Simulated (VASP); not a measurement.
Wanted: the native input for a VASP 6.6.1 run.

| Quantity | Value |
| --- | --- |
| Task | single point |
| Functional | PBE |
| Potentials or basis | VASP PAW PBE potentials, release 64 (Ru_pv, Se) |
| Cutoff | 520 eV |
| k mesh | 8 × 8 × 10 |
| Occupations | gaussian, width 0.1 eV |
| Spin | no spin polarisation |
| Dipole correction | no |
| Further INCAR settings | ALGO = Normal; EDIFF = 1e-06; NBANDS = 43 |

The structure of Ru2Se lies in POSCAR:

```
Ru2Se
1.0
    5.3363004555      0.0000000000      0.0000000000
    0.0000000000      5.3363004555      0.0000000000
    0.0000000000      0.0000000000      3.7555347072
Ru Se
4 2
Direct
    0.3084594050      0.3084594050      0.0000000000
    0.1915405950      0.8084594050      0.5000000000
    0.6915405950      0.6915405950      0.0000000000
    0.8084594050      0.1915405950      0.5000000000
    0.0000000000      0.0000000000      0.0000000000
    0.5000000000      0.5000000000      0.5000000000
```

One way to write it, as run:

INCAR

```
SYSTEM = Ru2Se
PREC = Accurate
ENCUT = 520
EDIFF = 1E-6
ISMEAR = 0
SIGMA = 0.1
LREAL = .False.
LASPH = .True.
NELM = 80
ALGO = Normal
ISIF = 2
LWAVE = .False.
LCHARG = .True.
GGA = PE
LELF = .True.
LVHAR = .True.
NBANDS = 43
```

KPOINTS

```
Automatic mesh
0
Gamma
  8 8 10
  0 0 0
```

Potentials or basis: VASP PAW PBE potentials, release 64 (Ru_pv, Se).

Launch:

```console
$ cat potpaw_PBE.64/Ru_pv/POTCAR potpaw_PBE.64/Se/POTCAR > POTCAR
$ mpirun -np 1 vasp_std > vasp.out
```

Results of the run:

- Pressure: 0.3 GPa
- Band gap on the k mesh: zero (bands 34 and 35 overlap by 0.97 eV)

Wall time 4.7 min on 1 thread of Intel Xeon 8259CL, on a shared host, peak memory 0.42 GiB.
